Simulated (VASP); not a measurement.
# Pt (Im-3m) in VASP: notebook, part 2 of 2

VASP 6.6.1.

### 4 Relaxation of cell and atoms, LDA

This run uses another cell than the first one, of 14.77 Å³/atom, 0.989 times its volume.

Input file INCAR:

```
PREC = Accurate
ENCUT = 600
EDIFF = 1E-7
ISMEAR = -1
SIGMA = 0.1
LREAL = F
LASPH = T
NELM = 80
ALGO = Normal
ISIF = 3
LWAVE = F
LCHARG = F
IBRION = 2
NSW = 60
EDIFFG = -0.005
```

Input file KPOINTS:

```
Automatic mesh
0
Gamma
  19 19 19
```

Input file POSCAR:

```
Pt
1.0
   -1.5456694941      1.5456694941      1.5456694941
    1.5456694941     -1.5456694941      1.5456694941
    1.5456694941      1.5456694941     -1.5456694941
Pt
1
Direct
    0.0000000000      0.0000000000      0.0000000000
```

Potentials or basis: VASP PAW LDA potentials, release 64 (Pt).

Started as:

```sh
cat potpaw_LDA.64/Pt/POTCAR > POTCAR
mpirun -np 1 vasp_std > vasp.out
```

OUTCAR:

```text
PREC = Accurate
   ENCUT = 600
   EDIFF = 1E-7
   ISMEAR = -1
   LREAL = F
   LASPH = T
   NELM = 80
   ISIF = 3
   IBRION = 2
   NSW = 60
   EDIFFG = -0.005

 ion  position               nearest neighbor table
   1  0.000  0.000  0.000-

  LATTYP: Found a body centered cubic cell.
 ALAT       =     3.0913389882

  Lattice vectors:

 A1 = (  -1.5456694941,   1.5456694941,   1.5456694941)
 A2 = (   1.5456694941,  -1.5456694941,   1.5456694941)
 A3 = (   1.5456694941,   1.5456694941,  -1.5456694941)

Analysis of symmetry for initial positions (statically):
=====================================================================
 Subroutine PRICEL returns:
 Original cell was already a primitive cell.

 Routine SETGRP: Setting up the symmetry group for a
 body centered cubic supercell.

 Subroutine GETGRP returns: Found 48 space group operations
 (whereof 48 operations were pure point group operations)
 out of a pool of 48 trial point group operations.

The static configuration has the point symmetry O_h .

Analysis of symmetry for dynamics (positions and initial velocities):
[... 165 lines left out ...]
  -------------------------------------------------------------------------------------
  Total        0.3925699      0.3925699      0.3925699      0.0000000      0.0000000     -0.0000000
  in kB       42.5811813     42.5811813     42.5811813      0.0000000      0.0000000     -0.0000000
  external PRESSURE =      42.5811813 kB  Pullay stress =       0.0000000 kB
[... 92 lines left out ...]
--------------------------------------- Ionic step        4  -------------------------------------------

 number of electron      10.0000001 magnetization

 Free energy of the ion-electron system (eV)
  ---------------------------------------------------
  ext. energy  EPLUGINS =         0.00000000
  ---------------------------------------------------
  free energy    TOTEN  =        -7.40121523 eV

  energy without entropy =       -7.36444996  energy(sigma->0) =       -7.38283259

 E-fermi :  11.0423     XC(G=0): -13.7221

 val. band max:       11.0357130498   @ k =  -0.4737  -0.4737   0.3684
 cond. band min:      11.0449541785   @ k =   0.4737   0.0526   0.0000
 fundamental gap:      0.0092411288
 Fermi energy:        11.0423265584

 k-point     1 :       0.0000    0.0000    0.0000
  band No.  band energies     occupation
      1       0.9602      2.00000
      2       7.2383      2.00000
      3       7.2383      2.00000
      4       7.2383      2.00000
      5       9.9792      1.99995
      6       9.9792      1.99995
      7      28.0835      0.00000
      8      28.0835      0.00000
      9      28.0835      0.00000
[... 265 lines left out ...]
 k-point    24 :       0.3158    0.1053   -0.0000
  band No.  band energies     occupation
      1       4.2543      2.00000
      2       5.9861      2.00000
      3       8.0041      2.00000
      4       9.6440      2.00000
      5      10.3895      1.99708
      6      11.9204      0.00031
      7      21.0954      0.00000
      8      25.3021      0.00000
      9      28.0415      0.00000

 [... further k-points ...]
[... 5 lines left out ...]
  --------------------------------------------------------------------------------------
  -------------------------------------------------------------------------------------
  Total        0.0004495      0.0004495      0.0004495      0.0000000     -0.0000000      0.0000000
  in kB        0.0480761      0.0480761      0.0480761      0.0000000     -0.0000000      0.0000000
  external PRESSURE =       0.0480761 kB  Pullay stress =       0.0000000 kB
[... 16 lines left out ...]
  FREE ENERGIE OF THE ION-ELECTRON SYSTEM (eV)
  ---------------------------------------------------
  free  energy   TOTEN  =        -7.4012152311 eV

  energy  without entropy=       -7.3644499583  energy(sigma->0) =       -7.38283259

 reached required accuracy - stopping structural energy minimisation
```

CONTCAR:

```text
Pt
   1.00000000000000
    -1.5528683240786059    1.5528683240786059    1.5528683240786059
     1.5528683240786059   -1.5528683240786059    1.5528683240786059
     1.5528683240786059    1.5528683240786059   -1.5528683240786059
  Pt
     1
Direct
     0.0000000000000000    0.0000000000000000    0.0000000000000000

  0.00000000E+00  0.00000000E+00  0.00000000E+00
```

It took 85 s on 1 thread of AMD EPYC 7R43 (Zen 3), shared host; peak memory 0.13 GiB.

Results:

| Item | Value |
| --- | --- |
| Free energy | -7.4012 eV |
| Relaxed volume | 14.98 Å³/atom |
| Relaxed cell | a = 2.690 Å, b = 2.690 Å, c = 2.690 Å, α = 109.47°, β = 109.47°, γ = 109.47° |
| Space group after relaxing (to 0.05 Å) | Im-3m (No. 229) |
| Energy gained by relaxing | 2.7 meV/atom |
| Ionic steps | 4 |
| Pressure after relaxing | 0.0 GPa |
| Band gap on the k mesh | zero (band 5 reaches 12.10 eV, above the bottom of band 6 at 9.85 eV) |

Step by step:
| step | energy change (eV) | largest force (eV/Å) | pressure (GPa) | volume (Å³) |
| --- | --- | --- | --- | --- |
| 1 | 0.0000 | 0.0000 | 4.26 | 14.77 |
| 2 | 0.0207 | 0.0000 | -11.09 | 15.63 |
| 3 | -0.0027 | 0.0000 | -0.07 | 14.98 |
| 4 | -0.0027 | 0.0000 | 0.00 | 14.98 |

Final structure:
```
Pt
1.0
    -1.55287    1.55287    1.55287
     1.55287   -1.55287    1.55287
     1.55287    1.55287   -1.55287
Pt
1
Direct
  0.00000 0.00000 0.00000
```

Caveat: spin-orbit coupling is left out, which moves the levels of the heavy elements.

### 5 Single point, LDA (volume scaled by 0.4)

Input file INCAR:

```
  ALGO = Normal
  EDIFF = 1E-6
  ENCUT = 520
  GGA = CA
  ISIF = 2
  ISMEAR = -1
  LASPH = T
  LCHARG = F
  LREAL = F
  LWAVE = F
  NBANDS = 11
  NELM = 60
  PREC = Accurate
  SIGMA = 0.1
```

Input file KPOINTS:

```
k-points
0
Gamma
  19 19 19
```

Input file POSCAR:

```
Pt
1.0
   -1.1431223409      1.1431223409      1.1431223409
    1.1431223409     -1.1431223409      1.1431223409
    1.1431223409      1.1431223409     -1.1431223409
Pt
1
Direct
    0.0000000000      0.0000000000      0.0000000000
```

Started as:

```sh
cat potpaw_LDA.64/Pt/POTCAR > POTCAR
mpirun -np 1 vasp_std > vasp.out
```

It took 3.9 s on 1 thread of Intel Xeon 6975P-C (Granite Rapids), shared host; peak memory 0.12 GiB.

The run converged, but its numbers aren't listed here, since they failed a check.

Caveat: the cell differs from its parent crystal (volume scaled by 0.4); spin-orbit coupling is left out, which moves the levels of the heavy elements.

### 6 Single point, LDA (volume scaled by 0.4)

Input file INCAR:

```
SYSTEM = Pt
PREC = Accurate
ENCUT = 520
EDIFF = 1E-6
ISMEAR = -1
SIGMA = 0.1
LREAL = .False.
LASPH = .True.
NELM = 100
ALGO = Normal
ISIF = 2
LWAVE = .False.
LCHARG = .False.
NBANDS = 11
```

Input file KPOINTS:

```
Automatic mesh
0
Gamma
  19 19 19
  0 0 0
```

POSCAR is that of step 5.

Potentials or basis: VASP PAW LDA potentials, release 64 (Pt).

Started as:

```sh
cat potpaw_LDA.64/Pt/POTCAR > POTCAR
mpirun -np 1 vasp_std > vasp.out
```

Run time: 3.8 s. Hardware: 1 thread of Intel Xeon 6975P-C (Granite Rapids), shared host; peak memory 0.12 GiB.

The run converged, but its numbers aren't listed here, since they failed a check.

Caveat: the cell differs from its parent crystal (volume scaled by 0.4); spin-orbit coupling is left out, which moves the levels of the heavy elements.
